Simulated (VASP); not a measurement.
# C (C2/m) in VASP: a series of runs

Runs on C. Level: r2SCAN. Tasks: single point.

Program: VASP 6.6.1. These are calculated values, not measurements. Logs are shortened: lines on timing, memory, paths and dates and some standing lists are left out, and cuts for length are marked.

## 1. The cell of the first run

It takes space group C2/m (No. 12, monoclinic). The conventional cell has a = 4.858 Å, b = 6.871 Å, c = 4.207 Å, α = 90.00°, β = 125.26°, γ = 90.00°. Within 2.0 Å of C (site symmetry 1) lie 4 C at 1.48 to 1.67 Å. Within 2.3 Å of C (site symmetry m) lie 7 C at 1.56 to 2.23 Å. Within 1.9 Å of C (site symmetry m) lie 4 C at 1.40 to 1.59 Å.

## 2. Single point, r2SCAN (atoms displaced along a vibrational mode)

Contents of POSCAR:

```
C
1.0
   -2.4291088834      2.4291088834      2.4291088834
    2.4291088834     -2.4291088834      2.4291088834
    2.4291088834      2.4291088834     -2.4291088834
C
8
Direct
    0.3272866464      0.0193600287     -0.0154939079
    0.6727133536      0.6920733824      0.6572194458
    0.0000000000      0.3099612553     -0.0154939079
    0.0000000000      0.0193600287      0.3411522256
    0.0000000000      0.6900387447      0.0154939079
    0.3272866464      0.3079266176      0.3427805542
    0.6727133536     -0.0193600287      0.0154939079
    0.0000000000     -0.0193600287      0.6588477744
```

Contents of INCAR.step1:

```
PREC = Accurate
ENCUT = 520
ISMEAR = 0
SIGMA = 0.05
LREAL = F
LASPH = T
NELM = 60
NBANDS = 26
GGA = PE
ALGO = Normal
EDIFF = 1E-4
LWAVE = T
LCHARG = F
```

Contents of INCAR.step2:

```
PREC = Accurate
ENCUT = 520
EDIFF = 1E-7
ISMEAR = 0
SIGMA = 0.05
LREAL = F
LASPH = T
NELM = 60
ALGO = Normal
ISIF = 2
LWAVE = F
LCHARG = F
METAGGA = R2SCAN
LMIXTAU = T
NBANDS = 26
ISTART = 1
```

Contents of KPOINTS:

```
regular mesh
0
Gamma
  8 8 8
```

Potentials or basis: VASP PAW PBE potentials, release 64 (C).

Command:

```console
$ cat potpaw_PBE.64/C/POTCAR > POTCAR
$ cp INCAR.step1 INCAR
$ mpirun -np 1 vasp_std > vasp.out
$ cp INCAR.step2 INCAR
$ mpirun -np 1 vasp_std > vasp.out
```

OUTCAR:

```text
PREC = Accurate
   ENCUT = 520
   EDIFF = 1E-7
   ISMEAR = 0
   LREAL = F
   LASPH = T
   NELM = 60
   ISIF = 2
   METAGGA = R2SCAN
   ISTART = 1

 ion  position               nearest neighbor table
   1  0.327  0.019  0.985-   7 1.48   8 1.50   6 1.59   5 1.67
   2  0.673  0.692  0.657-   6 1.48   8 1.50   7 1.59   5 1.67
   3  0.000  0.310  0.985-   5 1.56   8 1.59   6 1.67   7 1.67
   4  0.000  0.019  0.341-   8 1.40   7 1.50   6 1.50   5 1.59
   5  0.000  0.690  0.015-   3 1.56   4 1.59   2 1.67   1 1.67
   6  0.327  0.308  0.343-   2 1.48   4 1.50   1 1.59   3 1.67
   7  0.673  0.981  0.015-   1 1.48   4 1.50   2 1.59   3 1.67
   8  0.000  0.981  0.659-   4 1.40   1 1.50   2 1.50   3 1.59

  LATTYP: Found a body centered cubic cell.
 ALAT       =     4.8582177668

  Lattice vectors:

 A1 = (  -2.4291088834,   2.4291088834,   2.4291088834)
 A2 = (   2.4291088834,  -2.4291088834,   2.4291088834)
 A3 = (   2.4291088834,   2.4291088834,  -2.4291088834)

Analysis of symmetry for initial positions (statically):
=====================================================================
 Subroutine PRICEL returns:
 Original cell was already a primitive cell.

 Routine SETGRP: Setting up the symmetry group for a
 body centered cubic supercell.

 Subroutine GETGRP returns: Found  4 space group operations
 (whereof  4 operations were pure point group operations)
 out of a pool of 48 trial point group operations.

The static configuration has the point symmetry C_2h.

Analysis of symmetry for dynamics (positions and initial velocities):
=====================================================================
 Subroutine PRICEL returns:
 Original cell was already a primitive cell.

 Routine SETGRP: Setting up the symmetry group for a
 body centered cubic supercell.

 Subroutine GETGRP returns: Found  4 space group operations
 (whereof  4 operations were pure point group operations)
 out of a pool of 48 trial point group operations.

The dynamic configuration has the point symmetry C_2h.

 Subroutine INISYM returns: Found  4 space group operations
 (whereof  4 operations are pure point group operations),
 and found     1 'primitive' translations

----------------------------------------------------------------------------------------

                                     Primitive cell

  volume of cell :      57.3325

  direct lattice vectors                    reciprocal lattice vectors
    -2.429108883  2.429108883  2.429108883     0.000000000  0.205836800  0.205836800
     2.429108883 -2.429108883  2.429108883     0.205836800  0.000000000  0.205836800
     2.429108883  2.429108883 -2.429108883     0.205836800  0.205836800  0.000000000

  length of vectors
     4.207340003  4.207340003  4.207340003     0.291097195  0.291097195  0.291097195

  position of ions in fractional coordinates (direct lattice)
     0.327286646  0.019360029  0.984506092
     0.672713354  0.692073382  0.657219446
     0.000000000  0.309961255  0.984506092
     0.000000000  0.019360029  0.341152226
     0.000000000  0.690038745  0.015493908
     0.327286646  0.307926618  0.342780554
     0.672713354  0.980639971  0.015493908
     0.000000000  0.980639971  0.658847774

  ion indices of the primitive-cell ions
   primitive index   ion index
                 1           1
                 2           2
                 3           3
                 4           4
                 5           5
                 6           6
                 7           7
                 8           8

----------------------------------------------------------------------------------------

 KPOINTS: regular mesh

Automatic generation of k-mesh.
 Grid dimensions read from file:
 generate k-points for:    8    8    8

 Generating k-lattice:

  Cartesian coordinates                     Fractional coordinates (reciprocal lattice)
     0.000000000  0.025729600  0.025729600     0.125000000  0.000000000  0.000000000
     0.025729600  0.000000000  0.025729600     0.000000000  0.125000000  0.000000000
     0.025729600  0.025729600  0.000000000     0.000000000  0.000000000  0.125000000

  Length of vectors
     0.036387149  0.036387149  0.036387149

  Shift w.r.t. Gamma in fractional coordinates (k-lattice)
     0.000000000  0.000000000  0.000000000

 Subroutine IBZKPT returns following result:
 ===========================================

 Found    150 irreducible k-points:

 Following reciprocal coordinates:
            Coordinates               Weight
  0.000000  0.000000  0.000000      1.000000
  0.125000  0.000000  0.000000      2.000000
  0.000000  0.125000  0.000000      4.000000
  0.000000  0.000000  0.125000      4.000000
  0.000000  0.125000 -0.125000      2.000000
  0.250000  0.000000  0.000000      2.000000
[... 16 lines left out ...]
  0.000000  0.250000 -0.125000      4.000000
 -0.125000  0.250000  0.000000      2.000000
 [... further k-points ...]
   k-points           NKPTS =    150   k-points in BZ     NKDIM =    150   number of bands    NBANDS=     26
   number of dos      NEDOS =    301   number of ions     NIONS =      8
   total plane-waves  NPLWV =  32768
   dimension x,y,z NGX =    32 NGY =   32 NGZ =   32
   dimension x,y,z NGXF=    64 NGYF=   64 NGZF=   64
   ions per type =               8
   NGX,Y,Z   is equivalent  to a cutoff of  12.64, 12.64, 12.64 a.u.
   NGXF,Y,Z  is equivalent  to a cutoff of  25.29, 25.29, 25.29 a.u.
 SYSTEM =  unknown system
   PREC   = accura    normal or accurate (medium, high low for compatibility)
   ISTART =      1    job   : 0-new  1-cont  2-samecut
   ICHARG =      0    charge: 1-file 2-atom 10-const
   ISPIN  =      1    spin polarized calculation?
   LNONCOLLINEAR =      F non collinear calculations
   LSORBIT =      F    spin-orbit coupling
   LASPH  =      T    aspherical Exc in radial PAW
   ENCUT  =  520.0 eV  38.22 Ry    6.18 a.u.   7.82  7.82  7.82*2*pi/ulx,y,z
   NELM   =     60;   NELMIN=  2; NELMDL=  0     # of ELM steps
   EDIFF  = 0.1E-06   stopping-criterion for ELM
   LREAL  =      F    real-space projection
   EDIFFG = 0.1E-05   stopping-criterion for IOM
   NSW    =      0    number of steps for IOM
   IBRION =     -1    ionic relax: 0-MD 1-quasi-New 2-CG
   NFREE  =      0    steps in history (QN), initial steepest desc. (CG)
   ISIF   =      2    stress and relaxation
   ISYM   =      2    0-nonsym 1-usesym 2-fastsym
   POTIM  = 0.5000    time-step for ionic-motion
   TEBEG  =    0.0;   TEEND  =   0.0 temperature during run
   PSTRESS=    0.0 pullay stress
   NELECT =      32.0000    total number of electrons
   NUPDOWN=      -1.0000    fix difference up-down
   EMIN   =  10.00;   EMAX   =-10.00  energy-range for DOS
   EFERMI =   0.00;   METHOD = LEGACY
   ISMEAR =     0;   SIGMA  =   0.05  broadening in eV -4-tet -1-fermi 0-gaus
   EFERMI_NEDOS =   21; number of points for ismear=-14 and -15
   IALGO  =     38    algorithm
   IMIX   =      4    mixing-type and parameters
     AMIX     =   0.40;   BMIX     =  1.00
     AMIX_MAG =   1.60;   BMIX_MAG =  1.00
  volume/ion in A,a.u.               =       7.17        48.36
  Fermi-wavevector in a.u.,A,eV,Ry     =   1.347901  2.547163 24.719552  1.816836
  Thomas-Fermi vector in A             =   2.475613
   LORBIT       =      0    0 simple, 1 ext, 2 COOP (PROOUT), +10 PAW based schemes
   METAGGA = R2SCAN    functional components
   LHFCALC =     F    Hartree Fock is set to
   AEXX    =    0.0000 exact exchange contribution
   IVDW    =     0    specifies the selected vdW correction
   LEPSILON=     F    determine dielectric tensor
   LRPA    =     F    only Hartree local field effects (RPA)
 non-spin polarized calculation
 Gauss-broadening in eV      SIGMA  =   0.05
  energy-cutoff  :      520.00
  volume of cell :       57.33
 maximum number of plane-waves:      1568
   NGX = 15   NGY = 15   NGZ = 15

 number of electron      32.0000001 magnetization

 Free energy of the ion-electron system (eV)
  ---------------------------------------------------
  ext. energy  EPLUGINS =         0.00000000
  ---------------------------------------------------
  free energy    TOTEN  =       -71.25046115 eV

  energy without entropy =      -71.25046115  energy(sigma->0) =      -71.25046115

 E-fermi :   8.3759     XC(G=0): -12.4849

 val. band max:        8.1121868743   @ k =   0.5000   0.5000   0.5000
 cond. band min:       9.1594602570   @ k =  -0.1250   0.3750  -0.1250
 fundamental gap:      1.0472733826
 Fermi energy:         8.3758985508

 k-point     1 :       0.0000    0.0000    0.0000
  band No.  band energies     occupation
      1     -15.5305      2.00000
      2      -8.0276      2.00000
      3      -7.0215      2.00000
      4      -6.8845      2.00000
      5      -6.0102      2.00000
      6      -5.9729      2.00000
[... 18 lines left out ...]
     25      17.7402      0.00000
     26      18.1045      0.00000

 k-point     2 :       0.1250    0.0000    0.0000
  band No.  band energies     occupation
      1     -15.4284      2.00000
      2      -8.2186      2.00000
      3      -8.0851      2.00000
      4      -6.8179      2.00000
      5      -6.5580      2.00000
      6      -5.0727      2.00000
[... 18 lines left out ...]
     25      17.6195      0.00000
     26      18.0333      0.00000

 k-point     3 :       0.0000    0.1250    0.0000
  band No.  band energies     occupation
      1     -15.4362      2.00000
      2      -8.2097      2.00000
      3      -7.6492      2.00000
      4      -6.9520      2.00000
      5      -6.7952      2.00000
      6      -5.7801      2.00000
[... 572 lines left out ...]
 k-point    23 :       0.0000    0.2500   -0.1250
  band No.  band energies     occupation
      1     -15.2526      2.00000
      2      -9.0526      2.00000
      3      -8.1310      2.00000
      4      -7.3511      2.00000
      5      -6.1682      2.00000
      6      -5.5840      2.00000
[... 18 lines left out ...]
     25      17.7436      0.00000
     26      18.1828      0.00000

 k-point    24 :      -0.1250    0.2500    0.0000
  band No.  band energies     occupation
      1     -15.2673      2.00000
      2      -8.2611      2.00000
      3      -8.1198      2.00000
      4      -8.1097      2.00000
      5      -6.8854      2.00000
      6      -4.9164      2.00000
[... 18 lines left out ...]
     25      17.6520      0.00000
     26      18.1480      0.00000

 [... further k-points ...]

------------------------ aborting loop because EDIFF is reached ----------------------------------------

  FORCE on cell =-STRESS in cart. coord.  units (eV):
  Direction    XX          YY          ZZ          XY          YZ          ZX
  --------------------------------------------------------------------------------------
  -------------------------------------------------------------------------------------
  Total       -0.0059182      1.8777970      1.8777970      0.4454658      0.6844322     -0.4454652
  in kB       -0.1653865     52.4757041     52.4757041     12.4486996     19.1267022    -12.4486833
  external PRESSURE =      34.9286739 kB  Pullay stress =       0.0000000 kB

 VOLUME and BASIS-vectors are now :
 -----------------------------------------------------------------------------
  energy-cutoff  :      520.00
  volume of cell :       57.33
      direct lattice vectors                 reciprocal lattice vectors
    -2.429108883  2.429108883  2.429108883     0.000000000  0.205836800  0.205836800
     2.429108883 -2.429108883  2.429108883     0.205836800  0.000000000  0.205836800
     2.429108883  2.429108883 -2.429108883     0.205836800  0.205836800  0.000000000

 POSITION                                       TOTAL-FORCE (eV/Angst)
 -----------------------------------------------------------------------------------
      1.64349      3.13946     -1.54943        -0.181836      4.241626     -2.902570
      1.64349      1.54943      1.71876        -0.181836      2.902570     -4.241626
      3.14440      1.63854     -1.63854         3.121286      0.041395     -0.041395
      0.87572      0.78167     -0.78167        -3.332225      0.356059     -0.356059
      1.71382     -1.63854      1.63854        -3.121286     -0.041395      0.041395
      0.78562      0.87968      0.71035         0.181836     -2.902570      4.241626
      0.78562     -0.71035      3.97854         0.181836     -4.241626      2.902570
      3.98249     -0.78167      0.78167         3.332225     -0.356059      0.356059
 -----------------------------------------------------------------------------------
    total drift:                               -0.000000      0.000000      0.000000

  FREE ENERGIE OF THE ION-ELECTRON SYSTEM (eV)
  ---------------------------------------------------
  free  energy   TOTEN  =       -71.2504611524 eV

  energy  without entropy=      -71.2504611524  energy(sigma->0) =      -71.25046115
```

Run time: 5.9 min. Hardware: 1 thread of AMD EPYC 9R45 (Zen 5), shared host; peak memory 0.24 GiB.

Results:

```yaml
Free_energy: -71.2505 eV
Pressure: 3.5 GPa
Largest_force: 5.143 eV/Å
Band_gap_on_the_k_mesh: 1.05 eV (least direct gap 2.42 eV)
```

Forces on the atoms (eV/Å):
```
C   -0.182  4.242 -2.903
C   -0.182  2.903 -4.242
C    3.121  0.041 -0.041
C   -3.332  0.356 -0.356
C   -3.121 -0.041  0.041
C    0.182 -2.903  4.242
C    0.182 -4.242  2.903
C    3.332 -0.356  0.356
```

Stress tensor (GPa, compression positive):
```
-0.02  1.24 -1.24
 1.24  5.25  1.91
-1.24  1.91  5.25
```

Levels at points of the mesh, in eV from the valence-band top:
```tsv
k point	band 12	band 13	band 14	band 15	band 16	band 17	band 18	band 19	band 20	band 21
(0.00, 0.00, 0.00)	-7.08	-6.50	-2.45	-1.62	-0.98	1.89	2.61	3.11	7.03	7.19
(0.50, 0.00, 0.00)	-6.26	-5.90	-4.89	-3.60	-2.67	2.33	3.74	4.38	5.00	5.76
(0.00, 0.50, 0.00)	-6.05	-5.24	-5.01	-3.65	-3.18	2.77	4.39	4.73	4.85	4.99
(0.00, 0.00, 0.50)	-5.85	-5.08	-4.24	-3.53	-3.27	2.06	3.43	3.79	5.54	5.94
(0.00, 0.50, 0.50)	-6.74	-4.39	-4.31	-3.92	-3.30	2.12	4.50	4.67	4.81	5.06
(0.50, 0.50, 0.50)	-7.44	-7.26	-3.20	-1.38	0.00	2.42	4.06	4.52	5.60	5.66
```

Caveat: the cell differs from its parent crystal (atoms displaced along a vibrational mode); the stress differs along the axes, from -0 to 5 GPa; the PAW data sets were made with another functional, which shifts forces and pressure a little. A k mesh can miss the band edges.

## 3. Single point, r2SCAN (atoms displaced along a vibrational mode)

Contents of POSCAR:

```
C
1.0
   -2.4291088834      2.4291088834      2.4291088834
    2.4291088834     -2.4291088834      2.4291088834
    2.4291088834      2.4291088834     -2.4291088834
C
8
Direct
    0.3240815508     -0.0145200216      0.0116204309
    0.6759184492      0.6613984276      0.6875388801
    0.0000000000      0.3370755941      0.0116204309
    0.0000000000     -0.0145200216      0.3136823664
    0.0000000000      0.6629244059     -0.0116204309
    0.3240815508      0.3386015724      0.3124611199
    0.6759184492      0.0145200216     -0.0116204309
    0.0000000000      0.0145200216      0.6863176336
```

Contents of INCAR.step1:

```
PREC = Accurate
ENCUT = 520
ISMEAR = 0
SIGMA = 0.05
LREAL = False
LASPH = True
NELM = 80
NBANDS = 26
GGA = PE
ALGO = Normal
EDIFF = 1E-4
LWAVE = True
LCHARG = False
```

Contents of INCAR.step2:

```
PREC = Accurate
ENCUT = 520
EDIFF = 1E-6
ISMEAR = 0
SIGMA = 0.05
LREAL = False
LASPH = True
NELM = 80
ALGO = Normal
ISIF = 2
LWAVE = False
LCHARG = False
METAGGA = R2SCAN
LMIXTAU = True
NBANDS = 26
ISTART = 1
```

KPOINTS is that of step 2.

Potentials or basis: VASP PAW PBE potentials, release 64 (C).

Command:

```console
$ cat potpaw_PBE.64/C/POTCAR > POTCAR
$ cp INCAR.step1 INCAR
$ mpirun -np 1 vasp_std > vasp.out
$ cp INCAR.step2 INCAR
$ mpirun -np 1 vasp_std > vasp.out
```

Wall time 5.9 min (1 thread of AMD EPYC 9R45 (Zen 5), shared host); peak memory 0.25 GiB.

The run converged. Its results:

```yaml
Free_energy: -71.9822 eV
Pressure: 2.5 GPa
Largest_force: 4.023 eV/Å
Band_gap_on_the_k_mesh: 1.52 eV (least direct gap 2.76 eV)
```

Forces on the atoms (eV/Å):
```
C    0.149 -2.112  3.420
C    0.149 -3.420  2.112
C   -2.389  0.054 -0.054
C    2.814 -0.255  0.255
C    2.389 -0.054  0.054
C   -0.149  3.420 -2.112
C   -0.149  2.112 -3.420
C   -2.814  0.255 -0.255
```

Stress tensor (GPa, compression positive):
```
 0.44 -0.60  0.60
-0.60  3.53  0.85
 0.60  0.85  3.53
```

Levels at points of the mesh, in eV from the valence-band top:
```csv
k point,band 12,band 13,band 14,band 15,band 16,band 17,band 18,band 19,band 20,band 21
"(0.00, 0.00, 0.00)",-6.77,-6.44,-2.17,-1.38,-0.96,2.40,2.84,3.33,7.30,7.70
"(0.50, 0.00, 0.00)",-6.04,-5.30,-4.75,-3.43,-2.75,2.78,4.27,4.88,5.26,6.12
"(0.00, 0.50, 0.00)",-5.68,-4.60,-4.11,-3.60,-3.14,2.48,3.97,4.27,5.82,6.17
"(0.00, 0.00, 0.50)",-5.84,-5.05,-4.80,-3.50,-3.02,3.06,4.82,4.89,5.40,5.44
"(0.00, 0.50, 0.50)",-6.49,-4.26,-4.16,-3.75,-3.18,2.51,4.65,4.74,5.31,5.68
"(0.50, 0.50, 0.50)",-7.38,-7.33,-2.45,-1.35,0.00,2.76,4.42,4.91,5.53,6.43
```

Caveat: the cell differs from its parent crystal (atoms displaced along a vibrational mode); the PAW data sets were made with another functional, which shifts forces and pressure a little.
